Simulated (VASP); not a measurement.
# SiC (R3m) in VASP: a series of runs, part 2 of 2

VASP 6.6.1. The steps go on from the part before.

### Step 4. Single point, PBEsol

This run uses another cell than the first one, of 9.72 Å³/atom, 1.068 times its volume.

Input file INCAR:

```
SYSTEM = SiC
  ALGO = Normal
  EDIFF = 1E-7
  ENCUT = 520
  GGA = PS
  ISIF = 2
  ISMEAR = 0
  LASPH = .True.
  LCHARG = .True.
  LELF = .True.
  LREAL = .False.
  LVHAR = .True.
  LWAVE = .False.
  NBANDS = 11
  NELM = 100
  PREC = Accurate
  SIGMA = 0.05
```

Input file KPOINTS:

```
k-points
0
Gamma
  12 12 12
  0 0 0
```

Input file POSCAR:

```
SiC
1.0
    0.0000000000      2.0776278696      2.0776278696
    2.0776278696      0.0000000000      2.0776278696
    2.1932824877      2.1932824877     -0.1156546181
Si C
1 1
Direct
    0.0000000000      0.0000000000      0.0000000000
    0.7500000000      0.7500000000      0.7500000000
```

Potentials or basis: VASP PAW PBE potentials, release 64 (Si, C).

Run with:

```
$ cat potpaw_PBE.64/Si/POTCAR potpaw_PBE.64/C/POTCAR > POTCAR
$ mpirun -np 1 vasp_std > vasp.out
```

OUTCAR:

```text
SYSTEM = SiC
   EDIFF = 1E-7
   ENCUT = 520
   GGA = PS
   ISIF = 2
   ISMEAR = 0
   LASPH = .True.
   LREAL = .False.
   NELM = 100
   PREC = Accurate

 ion  position               nearest neighbor table
   1  0.000  0.000  0.000-   2 1.82   2 1.82   2 1.82   2 1.95
   2  0.750  0.750  0.750-   1 1.82   1 1.82   1 1.82   1 1.95

  LATTYP: Found a trigonal (rhomboedric) cell.
 ALAT       =     3.1039252782
 COS(alpha) =     0.5519638991

  Lattice vectors:

 A1 = (   2.1932824877,   0.1156546181,  -2.1932824877)
 A2 = (   0.1156546181,   2.1932824877,  -2.1932824877)
 A3 = (   2.1932824877,   2.1932824877,  -0.1156546181)

Analysis of symmetry for initial positions (statically):
=====================================================================
 Subroutine PRICEL returns:
 Original cell was already a primitive cell.

 Routine SETGRP: Setting up the symmetry group for a
 trigonal (rhombohedral) supercell.

 Subroutine GETGRP returns: Found  6 space group operations
 (whereof  6 operations were pure point group operations)
 out of a pool of 12 trial point group operations.

The static configuration has the point symmetry C_3v.

Analysis of symmetry for dynamics (positions and initial velocities):
=====================================================================
 Subroutine PRICEL returns:
 Original cell was already a primitive cell.

 Routine SETGRP: Setting up the symmetry group for a
 trigonal (rhombohedral) supercell.

 Subroutine GETGRP returns: Found  6 space group operations
 (whereof  6 operations were pure point group operations)
 out of a pool of 12 trial point group operations.

The dynamic configuration has the point symmetry C_3v.

 Subroutine INISYM returns: Found  6 space group operations
 (whereof  6 operations are pure point group operations),
 and found     1 'primitive' translations

[... 115 lines left out ...]
  volume/ion in A,a.u.               =       9.72        65.57
  Fermi-wavevector in a.u.,A,eV,Ry     =   1.217823  2.301351 20.178696  1.483092
  Thomas-Fermi vector in A             =   2.353130
   LORBIT       =      0    0 simple, 1 ext, 2 COOP (PROOUT), +10 PAW based schemes
   GGA     = PS    functional components
   LHFCALC =     F    Hartree Fock is set to
   AEXX    =    0.0000 exact exchange contribution
   IVDW    =     0    specifies the selected vdW correction
   LEPSILON=     F    determine dielectric tensor
   LRPA    =     F    only Hartree local field effects (RPA)
 non-spin polarized calculation
 Gauss-broadening in eV      SIGMA  =   0.05
  energy-cutoff  :      520.00
  volume of cell :       19.43
 maximum number of plane-waves:       543
 NGX is ok and might be reduce to    24
   NGX = 11   NGY = 11   NGZ = 11

 number of electron       7.9999999 magnetization

 Free energy of the ion-electron system (eV)
  ---------------------------------------------------
  ext. energy  EPLUGINS =         0.00000000
  ---------------------------------------------------
  free energy    TOTEN  =       -15.69357301 eV

  energy without entropy =      -15.69357301  energy(sigma->0) =      -15.69357301

 E-fermi :   9.2029     XC(G=0): -11.7744

 val. band max:        8.9795423812   @ k =   0.0000   0.0000   0.0000
 cond. band min:       9.8493100129   @ k =   0.5000   0.5000  -0.0000
 fundamental gap:      0.8697676317
 Fermi energy:         9.2028786830

 k-point     1 :       0.0000    0.0000    0.0000
  band No.  band energies     occupation
      1      -7.1690      2.00000
      2       8.3407      2.00000
      3       8.9795      2.00000
      4       8.9795      2.00000
      5      13.9102      0.00000
      6      17.0712      0.00000
      7      17.1530      0.00000
      8      17.1530      0.00000
      9      23.6767      0.00000
     10      23.6767      0.00000
     11      25.6982      0.00000
[... 309 lines left out ...]
 k-point    24 :      -0.4167    0.1667    0.0000
  band No.  band energies     occupation
      1      -2.7514      2.00000
      2       0.4387      2.00000
      3       5.5505      2.00000
      4       7.0031      2.00000
      5      13.6436      0.00000
      6      16.1976      0.00000
      7      17.5210      0.00000
      8      20.5101      0.00000
      9      23.9609      0.00000
     10      25.0368      0.00000
     11      27.8679      0.00000

 [... further k-points ...]
[... 5 lines left out ...]
  --------------------------------------------------------------------------------------
  -------------------------------------------------------------------------------------
  Total        2.1831708      2.1831708      2.1831708     -1.9708445      1.9708445      1.9708445
  in kB      179.9849085    179.9849085    179.9849085   -162.4803100    162.4803100    162.4803100
  external PRESSURE =     179.9849085 kB  Pullay stress =       0.0000000 kB

 VOLUME and BASIS-vectors are now :
 -----------------------------------------------------------------------------
  energy-cutoff  :      520.00
  volume of cell :       19.43
      direct lattice vectors                 reciprocal lattice vectors
     0.000000000  2.077627870  2.077627870    -0.234476938  0.246841210  0.234476938
     2.077627870  0.000000000  2.077627870     0.246841210 -0.234476938  0.234476938
     2.193282488  2.193282488 -0.115654618     0.222112667  0.222112667 -0.222112667

 POSITION                                       TOTAL-FORCE (eV/Angst)
 -----------------------------------------------------------------------------------
      0.00000      0.00000      0.00000         0.463087      0.463087     -0.463087
      3.20318      3.20318      3.02970        -0.463087     -0.463087      0.463087
 -----------------------------------------------------------------------------------
    total drift:                               -0.000020     -0.000020      0.000021

  FREE ENERGIE OF THE ION-ELECTRON SYSTEM (eV)
  ---------------------------------------------------
  free  energy   TOTEN  =       -15.6935730053 eV

  energy  without entropy=      -15.6935730053  energy(sigma->0) =      -15.69357301
```

OSZICAR:

```text
N       E                     dE             d eps       ncg     rms          rms(c)
DAV:   1     0.273485244174E+01    0.27349E+01   -0.40783E+03  4350   0.621E+02
DAV:   2    -0.171609238225E+02   -0.19896E+02   -0.19030E+02  5240   0.112E+02
DAV:   3    -0.177316785573E+02   -0.57075E+00   -0.56972E+00  5116   0.155E+01
DAV:   4    -0.177336409941E+02   -0.19624E-02   -0.19623E-02  4704   0.116E+00
DAV:   5    -0.177336489620E+02   -0.79679E-05   -0.79678E-05  5077   0.687E-02    0.954E+00
DAV:   6    -0.157999980170E+02    0.19337E+01   -0.63504E+00  4704   0.115E+01    0.431E+00
DAV:   7    -0.157089948079E+02    0.91003E-01   -0.47480E-01  5090   0.386E+00    0.191E+00
DAV:   8    -0.156937773653E+02    0.15217E-01   -0.26024E-02  4683   0.102E+00    0.179E-01
DAV:   9    -0.156935457612E+02    0.23160E-03   -0.21245E-03  5039   0.264E-01    0.112E-01
DAV:  10    -0.156935703746E+02   -0.24613E-04   -0.14695E-04  4605   0.803E-02    0.325E-02
DAV:  11    -0.156935730759E+02   -0.27013E-05   -0.10722E-05  5010   0.224E-02    0.138E-02
DAV:  12    -0.156935729770E+02    0.98865E-07   -0.14111E-06  4773   0.743E-03    0.179E-03
DAV:  13    -0.156935730053E+02   -0.28290E-07   -0.17065E-07  2806   0.247E-03
   1 F= -.15693573E+02 E0= -.15693573E+02  d E =-.706280E-13
```

stdout:

```text
POSCAR found type information on POSCAR SiC
 POSCAR found :  2 types and       2 ions
 scaLAPACK will be used
 -----------------------------------------------------------------------------
|                                                                             |
|                                                                             |
|     You enforced a specific xc type in the INCAR file but a different       |
|     I HOPE YOU KNOW WHAT YOU ARE DOING!                                     |
|                                                                             |
 -----------------------------------------------------------------------------

 LDA part: xc-table for (Slater+PW92), standard interpolation
 POSCAR, INCAR and KPOINTS ok, starting setup
 FFT: planning ... GRIDC
 FFT: planning ... GRID_SOFT
 FFT: planning ... GRID
 WAVECAR not read
 entering main loop
```

It took 30 s on 1 thread of Intel Xeon 6975P-C, shared host; peak memory 0.16 GiB.

Results:

| Property | Result |
| --- | --- |
| Free energy | -15.6936 eV |
| Pressure | 18.0 GPa |
| Largest force | 0.802 eV/Å |
| Band gap on the k mesh | 0.87 eV, indirect (least direct gap 3.95 eV) |

Forces in eV/Å, atoms in the order of the input:
```
Si   0.463  0.463 -0.463
C   -0.463 -0.463  0.463
```

Stress tensor (GPa, compression positive):
```
 18.00 -16.25  16.25
-16.25  18.00  16.25
 16.25  16.25  18.00
```

Caveat: the PAW data sets were made with another functional, which shifts forces and pressure a little.

### Step 5. Overview

| cell | gap on the mesh (eV) | pressure (GPa) | largest force (eV/Å) |
| --- | --- | --- | --- |
| a = 3.032, b = 3.032, c = 2.879 Å, angles 58.2, 58.2, 60.0°, 2 atoms | 0.67 | 39.3 | 1.97 |
| a = 3.100, b = 3.100, c = 2.943 Å, angles 58.2, 58.2, 60.0°, 2 atoms | 0.79 | 18.2 | 1.53 |
| a = 2.938, b = 2.938, c = 3.104 Å, angles 61.8, 61.8, 60.0°, 2 atoms | 0.87 | 18.0 | 0.80 |

Alike in all rows: task single point; level PBEsol; potentials or basis VASP PAW PBE potentials, release 64 (Si, C); no spin polarisation; k mesh 12 × 12 × 12; cutoff (eV) 520; smearing gaussian 0.05 eV.

Caveats: the PAW data sets were made with another functional, which shifts forces and pressure a little.

Total energies depend on the potentials used, so only differences within one code and one set of settings carry meaning.
